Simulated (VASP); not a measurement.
# CrO2 (Pnnm) in VASP: single point with PBEsol+D3(BJ)

Aim: the single point of CrO2 with PBEsol+D3(BJ).

Program: VASP 6.6.1. These are calculated values, not measurements. Logs are shortened: lines on timing, memory, paths and dates and some standing lists are left out, and cuts for length are marked.

**1. The cell of the first run**

It takes space group Pnnm (No. 58, orthorhombic). Conventional cell: a = 4.448 Å, b = 4.529 Å, c = 2.986 Å, α = 90.00°, β = 90.00°, γ = 90.00°. Within 2.5 Å of Cr (site symmetry 2/m) lie 6 O at 1.92 to 1.95 Å. O (site symmetry m) has 3 Cr at 1.92 to 1.95 Å and 1 O at 2.52 Å within 2.6 Å.

**2. Single point, PBEsol+D3(BJ), collinear spin, ferromagnetic start**

INCAR reads:

```
PREC = Accurate ; ENCUT = 520
EDIFF = 1E-7 ; ISMEAR = 1
SIGMA = 0.1 ; LREAL = False
LASPH = True ; NELM = 150
ALGO = Normal ; ISIF = 2
LWAVE = False ; LCHARG = False
ISPIN = 2 ; MAGMOM = 3.9 3.9 0 0 0 0
LORBIT = 11 ; LMAXMIX = 4
GGA = PS ; IVDW = 12
NBANDS = 37
```

KPOINTS reads:

```
regular mesh
0
Gamma
  5 5 8
```

POSCAR reads:

```
CrO2
1.0
    4.4480510100      0.0000000000      0.0000000000
    0.0000000000      4.5292350100      0.0000000000
    0.0000000000      0.0000000000      2.9859640000
Cr O
2 4
Direct
    0.5000000000      0.5000000000      0.5000000000
    0.0000000000      0.0000000000      0.0000000000
    0.7929690000      0.1898170000      0.5000000000
    0.2070310000      0.8101830000      0.5000000000
    0.7070310000      0.6898170000      0.0000000000
    0.2929690000      0.3101830000      0.0000000000
```

Potentials or basis: VASP PAW PBE potentials, release 64 (Cr_pv, O).

Started as:

```
$ cat potpaw_PBE.64/Cr_pv/POTCAR potpaw_PBE.64/O/POTCAR > POTCAR
$ mpirun -np 1 vasp_std > vasp.out
```

OUTCAR:

```text
PREC = Accurate
   ENCUT = 520
   EDIFF = 1E-7
   ISMEAR = 1
   LREAL = False
   LASPH = True
   NELM = 150
   ISIF = 2
   ISPIN = 2
   LORBIT = 11
   GGA = PS
   IVDW = 12
 IVDW          = 12

 ion  position               nearest neighbor table
   1  0.500  0.500  0.500-   3 1.92   4 1.92   5 1.95   6 1.95   5 1.95   6 1.95
   2  0.000  0.000  0.000-   5 1.92   6 1.92   3 1.95   4 1.95   3 1.95   4 1.95
   3  0.793  0.190  0.500-   1 1.92   2 1.95   2 1.95
   4  0.207  0.810  0.500-   1 1.92   2 1.95   2 1.95
   5  0.707  0.690  0.000-   2 1.92   1 1.95   1 1.95
   6  0.293  0.310  0.000-   2 1.92   1 1.95   1 1.95

  LATTYP: Found a simple orthorhombic cell.
 ALAT       =     2.9859640000
 B/A-ratio  =     1.4896532611
 C/A-ratio  =     1.5168418005

  Lattice vectors:

 A1 = (   0.0000000000,   0.0000000000,   2.9859640000)
 A2 = (   4.4480510100,   0.0000000000,   0.0000000000)
 A3 = (   0.0000000000,   4.5292350100,   0.0000000000)

Analysis of symmetry for initial positions (statically):
=====================================================================
 Subroutine PRICEL returns:
 Original cell was already a primitive cell.

 Routine SETGRP: Setting up the symmetry group for a
 simple orthorhombic supercell.

 Subroutine GETGRP returns: Found  8 space group operations
 (whereof  4 operations were pure point group operations)
 out of a pool of  8 trial point group operations.

The static configuration has the point symmetry C_2h.
 The point group associated with its full space group is D_2h.

Analysis of symmetry for dynamics (positions and initial velocities):
=====================================================================
 Subroutine PRICEL returns:
 Original cell was already a primitive cell.

 Routine SETGRP: Setting up the symmetry group for a
 simple orthorhombic supercell.

 Subroutine GETGRP returns: Found  8 space group operations
 (whereof  4 operations were pure point group operations)
 out of a pool of  8 trial point group operations.

The dynamic configuration has the point symmetry C_2h.
 The point group associated with its full space group is D_2h.

Analysis of structural, dynamic, and magnetic symmetry:
=====================================================================
 Subroutine PRICEL returns:
 Original cell was already a primitive cell.

 Routine SETGRP: Setting up the symmetry group for a
 simple orthorhombic supercell.

 Subroutine GETGRP returns: Found  8 space group operations
[... 147 lines left out ...]
 maximum number of plane-waves:      1636
 NGX is ok and might be reduce to    36
   NGX = 17   NGY = 17   NGZ = 11

 number of electron      47.9999989 magnetization       3.9999089

 Free energy of the ion-electron system (eV)
  ---------------------------------------------------
  ext. energy  EPLUGINS =         0.00000000
  ---------------------------------------------------
  free energy    TOTEN  =       -52.76730168 eV

  energy without entropy =      -52.76707506  energy(sigma->0) =      -52.76722614

 E-fermi :   4.8655     XC(G=0): -11.9043

 val. band max:        4.8607749650   @ k =   0.2000   0.0000   0.2500
 cond. band min:       4.8783285768   @ k =   0.0000   0.4000   0.0000
 fundamental gap:      0.0175536118
 Fermi energy:         4.8654561164

 spin component 1

 k-point     1 :       0.0000    0.0000    0.0000
  band No.  band energies     occupation
      1     -39.8905      1.00000
      2     -39.8900      1.00000
      3     -39.7697      1.00000
      4     -39.7678      1.00000
      5     -39.6866      1.00000
      6     -39.6750      1.00000
[... 925 lines left out ...]
     35      15.0413      0.00000
     36      16.0792      0.00000

 [... further k-points ...]

 spin component 2

 k-point     1 :       0.0000    0.0000    0.0000
  band No.  band energies     occupation
      1     -37.8516      1.00000
      2     -37.8505      1.00000
      3     -37.5148      1.00000
      4     -37.5119      1.00000
      5     -37.3068      1.00000
      6     -37.2929      1.00000
[... 925 lines left out ...]
     35      15.2185      0.00000
     36      16.2420      0.00000

 [... further k-points ...]

 [bands above 36 left out]

------------------------ aborting loop because EDIFF is reached ----------------------------------------

 Edisp (eV)   -0.84864

 E8    (eV) :    -0.4946

  FORCE on cell =-STRESS in cart. coord.  units (eV):
  Direction    XX          YY          ZZ          XY          YZ          ZX
  --------------------------------------------------------------------------------------
  -------------------------------------------------------------------------------------
  Total      -6.66338    -6.81044    -8.77385    -0.00000     0.00000     0.00000
  in kB    -177.47036  -181.38710  -233.67999    -0.00000     0.00000     0.00000
  external pressure =     -197.51 kB  Pullay stress =        0.00 kB

 VOLUME and BASIS-vectors are now :
 -----------------------------------------------------------------------------
  energy-cutoff  :      520.00
  volume of cell :       60.16
      direct lattice vectors                 reciprocal lattice vectors
     4.448051010  0.000000000  0.000000000     0.224817566  0.000000000  0.000000000
     0.000000000  4.529235010  0.000000000     0.000000000  0.220787837  0.000000000
     0.000000000  0.000000000  2.985964000     0.000000000  0.000000000  0.334900220

 POSITION                                       TOTAL-FORCE (eV/Angst)
 -----------------------------------------------------------------------------------
      2.22403      2.26462      1.49298         0.000000      0.000000      0.000000
      0.00000      0.00000      0.00000         0.000000      0.000000      0.000000
      3.52717      0.85973      1.49298         0.314802     -0.184885      0.000000
      0.92088      3.66951      1.49298        -0.314802      0.184885      0.000000
      3.14491      3.12434      0.00000        -0.314802     -0.184885      0.000000
      1.30314      1.40489      0.00000         0.314802      0.184885     -0.000000
 -----------------------------------------------------------------------------------
    total drift:                                0.000000      0.000000     -0.000000

  FREE ENERGIE OF THE ION-ELECTRON SYSTEM (eV)
  ---------------------------------------------------
  free  energy   TOTEN  =       -53.6159374119 eV

  energy  without entropy=      -53.6157107888  energy(sigma->0) =      -53.61586187

 total charge

# of ion       s       p       d       tot
------------------------------------------
    1        0.339   6.421   3.967  10.728
    2        0.339   6.421   3.967  10.728
    3        1.564   3.411   0.000   4.975
    4        1.564   3.411   0.000   4.975
    5        1.564   3.411   0.000   4.975
    6        1.564   3.411   0.000   4.975
--------------------------------------------------
tot          6.936  26.485   7.935  41.356

 magnetization (x)

# of ion       s       p       d       tot
------------------------------------------
    1        0.021   0.030   2.083   2.135
    2        0.021   0.030   2.083   2.135
    3       -0.003  -0.093   0.000  -0.096
    4       -0.003  -0.093   0.000  -0.096
    5       -0.003  -0.093   0.000  -0.096
    6       -0.003  -0.093   0.000  -0.096
--------------------------------------------------
tot          0.030  -0.312   4.167   3.884
```

OSZICAR:

```text
N       E                     dE             d eps       ncg     rms          rms(c)
DAV:   1     0.577851403560E+03    0.57785E+03   -0.25590E+04  6660   0.143E+03
DAV:   2    -0.162697333838E+02   -0.59412E+03   -0.54952E+03  6954   0.441E+02
DAV:   3    -0.664478014854E+02   -0.50178E+02   -0.49174E+02  7358   0.140E+02
DAV:   4    -0.673527423610E+02   -0.90494E+00   -0.90088E+00  7555   0.193E+01
DAV:   5    -0.673704513186E+02   -0.17709E-01   -0.17638E-01  8863   0.254E+00    0.415E+01
DAV:   6    -0.615173311013E+02    0.58531E+01   -0.77383E+01  8006   0.801E+01    0.421E+01
DAV:   7    -0.557199639690E+02    0.57974E+01   -0.61233E+01  7779   0.863E+01    0.189E+01
DAV:   8    -0.537294063984E+02    0.19906E+01   -0.59971E+00  7412   0.177E+01    0.944E+00
DAV:   9    -0.527484947928E+02    0.98091E+00   -0.14360E+00  8432   0.124E+01    0.288E+00
DAV:  10    -0.527736088335E+02   -0.25114E-01   -0.22373E-01  7125   0.304E+00    0.171E+00
DAV:  11    -0.527730564695E+02    0.55236E-03   -0.40932E-02  7320   0.184E+00    0.976E-01
DAV:  12    -0.527686209387E+02    0.44355E-02   -0.12311E-02  7698   0.742E-01    0.541E-01
DAV:  13    -0.527674594492E+02    0.11615E-02   -0.13616E-03  7582   0.423E-01    0.286E-01
DAV:  14    -0.527673178566E+02    0.14159E-03   -0.66391E-04  7458   0.246E-01    0.123E-01
DAV:  15    -0.527673028250E+02    0.15032E-04   -0.44399E-04  7378   0.203E-01    0.341E-02
DAV:  16    -0.527673014135E+02    0.14115E-05   -0.49368E-05  7284   0.550E-02    0.178E-02
DAV:  17    -0.527673017285E+02   -0.31493E-06   -0.37736E-06  7522   0.117E-02    0.576E-03
DAV:  18    -0.527673016806E+02    0.47860E-07   -0.44877E-07  6768   0.697E-03
   1 F= -.53615937E+02 E0= -.53615862E+02  d E =-.226623E-03  mag=     4.0000
```

stdout:

```text
POSCAR found type information on POSCAR CrO
 POSCAR found :  2 types and       6 ions
 scaLAPACK will be used
 -----------------------------------------------------------------------------
|                                                                             |
|                                                                             |
|     You enforced a specific xc type in the INCAR file but a different       |
|     I HOPE YOU KNOW WHAT YOU ARE DOING!                                     |
|                                                                             |
 -----------------------------------------------------------------------------

 LDA part: xc-table for (Slater+PW92), standard interpolation
 POSCAR, INCAR and KPOINTS ok, starting setup
 FFT: planning ... GRIDC
 FFT: planning ... GRID_SOFT
 FFT: planning ... GRID
 WAVECAR not read
 entering main loop
```

Run time: 3.1 min. Hardware: 1 thread of AMD EPYC 7R13 (Zen 3), shared host; peak memory 0.26 GiB.

Results:

- Free energy: -53.6159 eV
- Pressure: -19.8 GPa
- Largest force: 0.365 eV/Å
- Band gap on the k mesh: zero (filled and empty bands overlap)
- Net moment: 4.00 μB per cell
- Site moments: Cr +2.13; O -0.10 μB
- Valence electrons inside the program's atomic spheres: Cr 10.73; O 4.97
- Dispersion energy per atom: -0.141 eV

Forces on the atoms (eV/Å):
```
Cr   0.000  0.000  0.000
Cr   0.000  0.000  0.000
O    0.315 -0.185  0.000
O   -0.315  0.185  0.000
O   -0.315 -0.185  0.000
O    0.315  0.185  0.000
```

Caveat: the stress differs along the axes, from -23 to -18 GPa; the PAW data sets were made with another functional, which shifts forces and pressure a little; semilocal functionals often make such compounds metallic where correlation or magnetic order opens a gap, which also shifts bond lengths; the run started ferromagnetic, and an antiferromagnetic order may lie lower in energy. With open d or f shells a metallic result of PBEsol can be an artefact of self-interaction; +U or a hybrid may open a gap.
